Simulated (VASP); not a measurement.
A run of VASP 6.6.1:

INCAR

```
PREC     = Accurate       # precision mode
ENCUT    = 520            # plane-wave cutoff, eV
EDIFF    = 1E-6           # SCF threshold, eV
ISMEAR   = 0              # smearing method
SIGMA    = 0.05           # smearing width, eV
LREAL    = False          # projectors in reciprocal space
LASPH    = True           # aspherical terms in the spheres
NELM     = 80             # most SCF steps
ALGO     = Normal         # electronic algorithm
ISIF     = 2              # what is computed and relaxed
LWAVE    = False          # write WAVECAR
LCHARG   = False          # write CHGCAR
GGA      = PE             # functional
NBANDS   = 11             # bands
```

KPOINTS

```
regular mesh
0
Gamma
  12 12 12
```

File POSCAR:

```
BN
1.0
   -0.2718590671      1.9392613453      1.8123937807
    1.8123937807     -0.2718590671      1.8123937807
    1.5405347136      1.6674022782      0.0000000000
B N
1 1
Direct
    0.0000000000      0.0000000000      0.0000000000
    0.7500000000      0.7500000000      0.7500000000
```

Potentials or basis: VASP PAW PBE potentials, release 64 (B, N).

Command:

```bash
$ cat potpaw_PBE.64/B/POTCAR potpaw_PBE.64/N/POTCAR > POTCAR
$ mpirun -np 1 vasp_std > vasp.out
```

Hardware: 1 thread of AMD EPYC 7R13 (shared host).

Task: How long does it take, and how much memory?

Result: Wall time 99 s on 1 thread of AMD EPYC 7R13, on a shared host, peak memory 0.14 GiB. Counts: scf iterations 12, k points 476.
